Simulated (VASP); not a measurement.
A run of VASP 6.6.1 is set up as follows.

INCAR

```
SYSTEM = AlN
PREC = Accurate ; ENCUT = 520
EDIFF = 1E-6 ; ISMEAR = 0
SIGMA = 0.01 ; LREAL = .FALSE.
LASPH = .TRUE. ; NELM = 100
ALGO = Normal ; ISIF = 2
LWAVE = .FALSE. ; LCHARG = .TRUE.
GGA = PE ; LELF = .TRUE.
LVHAR = .TRUE. ; NBANDS = 11
```

The input KPOINTS:

```
Automatic mesh
0
G
  6 6 6
  0 0 0
```

Contents of POSCAR:

```
AlN
1.0
    0.0307724523      2.0092635354      2.0092635354
    2.0092635354      0.0307724523      2.0092635354
    2.0092635354      2.0092635354      0.0307724523
Al N
1 1
Direct
    0.0000000000      0.0000000000      0.0000000000
    0.5000000000      0.5000000000      0.5000000000
```

Potentials or basis: VASP PAW PBE potentials, release 64 (Al, N).

Run with:

```sh
$ cat potpaw_PBE.64/Al/POTCAR potpaw_PBE.64/N/POTCAR > POTCAR
$ mpirun -np 1 vasp_std > vasp.out
```

What does it give for the band gap on the k mesh?

4.72 eV, indirect (least direct gap 6.14 eV).

What does it give for the pressure?

17.3 GPa.

Stress tensor (GPa, compression positive):
```
17.32 -5.25 -5.25
-5.25 17.32 -5.25
-5.25 -5.25 17.32
```

Caveat: the k points lie up to 0.46 Å⁻¹ apart; the cell differs from its parent crystal (epitaxial 111 strain -2.0%). A k mesh can miss the band edges.
